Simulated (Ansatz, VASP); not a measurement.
## Ti2SiN4 in VASP and in Ansatz

The input POSCAR:

```
Ti2SiN4
1.0
    4.6300641450     -2.5256017516     -0.1675571047
    4.6300641450      2.5256017516     -0.1675571047
   -0.2246125234      0.0000000000      3.0078742782
Ti Si N
2 1 4
Direct
    0.3111827383      0.3111827383      0.2823105206
    0.6888172617      0.6888172617      0.7176894794
    0.0000000000      0.0000000000      0.0000000000
    0.1073385971      0.6309106944      0.7921637061
    0.3690893056      0.8926614029      0.2078362939
    0.8926614029      0.3690893056      0.2078362939
    0.6309106944      0.1073385971      0.7921637061
```

Contents of INCAR.step1:

```
SYSTEM = Ti2SiN4
PREC     = Accurate       ! precision mode
ENCUT    = 520            ! plane-wave cutoff, eV
ISMEAR   = -1             ! smearing method
SIGMA    = 0.03           ! smearing width, eV
LREAL    = .False.        ! projectors in reciprocal space
LASPH    = .True.         ! aspherical terms in the spheres
NELM     = 60             ! most SCF steps
NBANDS   = 33             ! bands
GGA      = PE             ! functional
ALGO     = Normal         ! electronic algorithm
EDIFF    = 1E-4           ! SCF threshold, eV
LWAVE    = .True.         ! write WAVECAR
LCHARG   = .False.        ! write CHGCAR
```

The input INCAR.step2:

```
SYSTEM = Ti2SiN4
PREC     = Accurate       ! precision mode
ENCUT    = 520            ! plane-wave cutoff, eV
EDIFF    = 1E-7           ! SCF threshold, eV
ISMEAR   = -1             ! smearing method
SIGMA    = 0.03           ! smearing width, eV
LREAL    = .False.        ! projectors in reciprocal space
LASPH    = .True.         ! aspherical terms in the spheres
NELM     = 60             ! most SCF steps
ALGO     = Normal         ! electronic algorithm
ISIF     = 2              ! what is computed and relaxed
LWAVE    = .False.        ! write WAVECAR
LCHARG   = .False.        ! write CHGCAR
METAGGA  = R2SCAN         ! meta-GGA
LMIXTAU  = .True.       
LUSE_VDW = .True.       
IVDW_NL  = 2            
BPARAM   = 11.95        
CPARAM   = 0.0093       
NBANDS   = 33             ! bands
ISTART   = 1
```

The input KPOINTS:

```
regular mesh
0
Gamma
  6 6 10
  0 0 0
```

Input for Ansatz:

```yaml
crystal:
  lattice:
    - [4.630064145, -2.5256017516, -0.1675571047]
    - [4.630064145, 2.5256017516, -0.1675571047]
    - [-0.2246125234, 0.0, 3.0078742782]
  atoms:
    - { symbol: Ti, position: [0.3111827383, 0.3111827383, 0.2823105206] }
    - { symbol: Ti, position: [0.6888172617, 0.6888172617, 0.7176894794] }
    - { symbol: Si, position: [0.0, 0.0, 0.0] }
    - { symbol: "N", position: [0.1073385971, 0.6309106944, 0.7921637061] }
    - { symbol: "N", position: [0.3690893056, 0.8926614029, 0.2078362939] }
    - { symbol: "N", position: [0.8926614029, 0.3690893056, 0.2078362939] }
    - { symbol: "N", position: [0.6309106944, 0.1073385971, 0.7921637061] }
kpoints:
  mp_grid: { grid: [6, 6, 10] }
  band_path:
    path:
      - [0.0, 0.0, 0.0]
      - [-0.3252075136, 0.3252075136, 0.0]
      - [-0.6747924864, -0.3252075136, 0.0]
      - [-0.5, -0.5, 0.0]
      - [-0.5, -0.5, 0.5]
      - [-0.7003190984, -0.2996809016, 0.5]
      - [-0.2996809016, 0.2996809016, 0.5]
      - [0.0, 0.0, 0.5]
      - [-0.5, 0.0, 0.5]
    npoints: 1
hamiltonian:
  xc: r2scan
  dispersion: rvv10
scf:
  occupations: { method: fermi_dirac, width: 0.03 }
  n_extra_bands: 5
output:
  forces: true
  stress: true
  eigenvalues: true
  write_density: true
  write_potential: true
  elf: true
  volumetric_format: npy
```

Alike in both runs: task single point; functional r2SCAN; dispersion rVV10; k mesh 6 × 6 × 10; occupations fermi-dirac, width 0.03 eV; no spin polarisation.

|  | VASP | Ansatz |
| --- | --- | --- |
| version | VASP 6.6.1 | Ansatz 0.2.0 |
| potentials or method | VASP PAW PBE potentials, release 64 (Ti_sv, Si, N) | plane waves, PAW |
| plane-wave cutoff (eV) | 520 | 500 |
| valence electrons in the cell | 48 | 48 |

```tsv
	VASP	Ansatz	Ansatz less VASP
pressure (GPa)	0.9	0.0	-0.91
traceless stress, the component that is largest in VASP (GPa)	0.21	0.04	-0.172
rms of the force components (eV/Å)	0.031	0.001	-0.0296
```

VASP's potentials were made for PBE, not for r2SCAN. Atom by atom the forces differ by 0.031 eV/Å (rms over components).
